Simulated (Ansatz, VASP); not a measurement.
# Two plane-wave programs on MgO

The input INCAR:

```
SYSTEM = MgO
ALGO = Normal
EDIFF = 1E-6
ENCUT = 520
GGA = PE
ISIF = 2
ISMEAR = 0
LASPH = .TRUE.
LCHARG = .FALSE.
LREAL = .FALSE.
LWAVE = .FALSE.
NBANDS = 16
NELM = 80
PREC = Accurate
SIGMA = 0.05
```

The input KPOINTS:

```
k-points
0
G
  9 9 6
  0 0 0
```

Contents of POSCAR:

```
MgO
1.0
    3.6921709592      0.0000000000      0.0000000000
   -1.8460854796      3.1975138458      0.0000000000
    0.0000000000      0.0000000000      4.1027403699
Mg O
2 2
Direct
    0.6666666667      0.3333333333      0.7500000000
    0.3333333333      0.6666666667      0.2500000000
    0.6666666667      0.3333333333      0.2500000000
    0.3333333333      0.6666666667      0.7500000000
```

Input for Ansatz:

```yaml
crystal:
  lattice:
    - [3.6921709592, 0.0, 0.0]
    - [-1.8460854796, 3.1975138458, 0.0]
    - [0.0, 0.0, 4.1027403699]
  atoms:
    - { symbol: Mg, position: [0.6666666667, 0.3333333333, 0.75] }
    - { symbol: Mg, position: [0.3333333333, 0.6666666667, 0.25] }
    - { symbol: O, position: [0.6666666667, 0.3333333333, 0.25] }
    - { symbol: O, position: [0.3333333333, 0.6666666667, 0.75] }
basis:
  ecutwfc: 520.0
kpoints:
  mp_grid: { grid: [9, 9, 6] }
hamiltonian:
  xc: pbe
  pseudopotentials: { kind: paw, azcp: { folder: soft_1 } }
scf:
  occupations: { method: gaussian, width: 0.05 }
output:
  forces: true
  stress: true
  eigenvalues: true
```

Alike in both runs: task single point; functional PBE; k mesh 9 × 9 × 6; occupations gaussian, width 0.05 eV; no spin polarisation.

```csv
,VASP,Ansatz
version,VASP 6.6.1,Ansatz 0.2.0
potentials or method,"VASP PAW PBE potentials, release 64 (Mg, O), cutoff 520 eV","scalar-relativistic, plane waves, PAW"
valence electrons in the cell,16,32
```

Ansatz gave:

```
gap on the k mesh at the Fermi level (eV)                     : 3.12
least direct gap on the mesh (eV)                             : 3.12
pressure (GPa)                                                : -5.1
traceless stress, the component that is largest in VASP (GPa) : 6.47
```

Question: Estimate VASP's values.

Answer: gap on the k mesh at the Fermi level (eV): 3.10; least direct gap on the mesh (eV): 3.10; pressure (GPa): -5.6; traceless stress, the component that is largest in VASP (GPa): 6.42.

The functional is the same, so the differences come from potentials, cutoffs and numerics. VASP's potentials hold 16 valence electrons a cell and Ansatz's 32, so a difference there can come from the potentials and not from the codes.
